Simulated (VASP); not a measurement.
A run of VASP 6.6.1:

The input POSCAR:

```
Si
1.0
    0.0000000000      2.7221188962      2.7221188962
    2.7221188962      0.0000000000      2.7221188962
    2.7221188962      2.7221188962      0.0000000000
Si
2
Direct
    0.0000000000      0.0000000000      0.0000000000
    0.2500000000      0.2500000000      0.2500000000
```

INCAR.step1

```
SYSTEM = Si
ALGO = Normal
EDIFF = 1E-5
ENCUT = 520
GGA = PE
ISIF = 2
ISMEAR = 0
LASPH = .TRUE.
LREAL = .FALSE.
LWAVE = .TRUE.
NBANDS = 11
NELM = 80
PREC = Accurate
SIGMA = 0.01
```

The input INCAR.step2:

```
SYSTEM = Si
ALGO = Normal
EDIFF = 1E-6
ENCUT = 520
GGA = PE
HFSCREEN = 0.2079
ISIF = 2
ISMEAR = 0
ISTART = 1
LASPH = .TRUE.
LCHARG = .TRUE.
LELF = .TRUE.
LHFCALC = .TRUE.
LREAL = .FALSE.
LVHAR = .TRUE.
LWAVE = .FALSE.
NBANDS = 11
NELM = 80
PREC = Accurate
PRECFOCK = Normal
SIGMA = 0.01
```

Contents of KPOINTS:

```
k-points
0
G
  4 4 4
  0 0 0
```

Potentials or basis: VASP PAW PBE potentials, release 64 (Si).

Run with:

```bash
$ cat potpaw_PBE.64/Si/POTCAR > POTCAR
$ cp INCAR.step1 INCAR
$ mpirun -np 1 vasp_std > vasp.out
$ cp INCAR.step2 INCAR
$ mpirun -np 1 vasp_std > vasp.out
```

Hardware: 1 thread of Intel(R) Xeon(R) Platinum 8259CL CPU @ 2.50GHz (Skylake/Cascade Lake), with other jobs on the host.

Question: Estimate the wall time of this run.

Answer: Wall time 98 s on 1 thread of Intel(R) Xeon(R) Platinum 8259CL CPU @ 2.50GHz (Skylake/Cascade Lake), with other jobs on the host, peak memory 0.25 GiB. Counts: k points 8.
